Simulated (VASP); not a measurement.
Wanted: the native input for a VASP 6.6.1 run.

* Task: relaxation of cell and atoms
* Functional: HF
* Potentials or basis: VASP PAW PBE potentials, release 64 (S, Be)
* Cutoff: 600 eV
* k mesh: 5 × 5 × 5
* Occupations: fermi-dirac, width 0.05 eV
* Spin: no spin polarisation
* Dipole correction: no
* Grid for exact exchange (PRECFOCK): Normal
* Further INCAR settings: ALGO = Normal; EDIFF = 1e-06; IBRION = 2; EDIFFG = -0.01; NSW = 60; ISIF = 3
* Share of exact exchange: 1

BeS:

```xyz
2
Lattice="0.0000 2.4250 2.4250 2.4250 0.0000 2.4250 2.4250 2.4250 0.0000" Properties=species:S:1:pos:R:3 pbc="T T T"
S     3.6375    3.6375    3.6375
Be    0.0000    0.0000    0.0000
```

The input as run:

POSCAR

```
BeS
1.0
    0.0000000000      2.4250000000      2.4250000000
    2.4250000000      0.0000000000      2.4250000000
    2.4250000000      2.4250000000      0.0000000000
S Be
1 1
Direct
    0.7500000000      0.7500000000      0.7500000000
    0.0000000000      0.0000000000      0.0000000000
```

INCAR.step1

```
  PREC = Accurate
  ENCUT = 600
  EDIFF = 1E-5
  ISMEAR = -1
  SIGMA = 0.05
  LREAL = False
  LASPH = True
  NELM = 100
  ALGO = Normal
  LWAVE = True
  LCHARG = False
  GGA = PE
  NBANDS = 11
```

INCAR.step2

```
  PREC = Accurate
  ENCUT = 600
  EDIFF = 1E-6
  ISMEAR = -1
  SIGMA = 0.05
  LREAL = False
  LASPH = True
  NELM = 100
  ALGO = Normal
  ISIF = 3
  LWAVE = False
  LCHARG = False
  GGA = PE
  LHFCALC = True
  AEXX = 1.0
  ALDAC = 0.0
  AGGAC = 0.0
  PRECFOCK = Normal
  IBRION = 2
  NSW = 60
  EDIFFG = -0.01
  ISTART = 1
```

KPOINTS

```
Automatic mesh
0
Gamma
  5 5 5
```

Potentials or basis: VASP PAW PBE potentials, release 64 (S, Be).

The run is started by

```console
$ cat potpaw_PBE.64/S/POTCAR potpaw_PBE.64/Be/POTCAR > POTCAR
$ cp INCAR.step1 INCAR
$ mpirun -np 1 vasp_std > vasp.out
$ cp INCAR.step2 INCAR
$ mpirun -np 1 vasp_std > vasp.out
```

Results of the run:

```yaml
Relaxed_volume: 15.00 Å³/atom
Relaxed_cell: a = 3.488 Å, b = 3.488 Å, c = 3.488 Å, α = 60.00°, β = 60.00°, γ = 60.00°
Space_group_after_relaxing_to_0.1_Å: F-43m (No. 216)
Energy_gained_by_relaxing: 12.2 meV/atom
Ionic_steps: 3
Pressure_after_relaxing: 0.0 GPa
Band_gap_on_the_k_mesh: 10.96 eV (least direct gap 13.75 eV)
```

Caveat: the k points lie up to 0.44 Å⁻¹ apart in the final cell; the PAW data sets were made with another functional, which shifts forces and pressure a little; an odd mesh through Γ misses points on the zone boundary, where band edges can lie.

Wall time 11 min on 1 thread of Intel(R) Xeon(R) Platinum 8259CL CPU @ 2.50GHz (Skylake/Cascade Lake), with other jobs on the host, peak memory 0.16 GiB.
